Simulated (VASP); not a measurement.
A run of VASP 6.6.1 is set up as follows.

The input INCAR:

```
SYSTEM = FeO
PREC = Accurate
ENCUT = 700
EDIFF = 1E-6
ISMEAR = -1
SIGMA = 0.05
LREAL = .False.
LASPH = .True.
NELM = 200
ALGO = Normal
ISIF = 2
LWAVE = .False.
LCHARG = .True.
ISPIN = 2
MAGMOM = 3 0
LORBIT = 11
LMAXMIX = 4
GGA = B5
ALDAX = 1.0
AGGAX = 1.0
AGGAC = 1.0
ALDAC = 0.0
IVDW = 13
VDW_S6 = 1.0
VDW_S8 = 2.34076671
VDW_A1 = 0.44488865
VDW_A2 = 4.0933009
LELF = .True.
LVHAR = .True.
NBANDS = 22
GGA_COMPAT = .False.
```

File KPOINTS:

```
Automatic mesh
0
Gamma
  11 11 11
  0 0 0
```

POSCAR

```
FeO
1.0
    0.0000000000      2.1837637790      2.1837637790
    2.1837637790      0.0000000000      2.1837637790
    2.1837637790      2.1837637790      0.0000000000
Fe O
1 1
Direct
    0.0000000000      0.0000000000      0.0000000000
    0.5000000000      0.5000000000      0.5000000000
```

Potentials or basis: VASP PAW PBE potentials, release 64 (Fe_sv, O).

Launch:

```sh
$ cat potpaw_PBE.64/Fe_sv/POTCAR potpaw_PBE.64/O/POTCAR > POTCAR
$ mpirun -np 1 vasp_std > vasp.out
```

(1) Estimate the dispersion energy per atom.

(2) Estimate the net moment.

(3) Predict the pressure.

Results:

(1) -0.622 eV.

(2) 4.00 μB per cell.

(3) -9.4 GPa.

Caveat: the cell stands under tension; the PAW data sets were made with another functional, which shifts forces and pressure a little; a cell with one magnetic atom can't hold antiferromagnetic order, which such compounds often take.
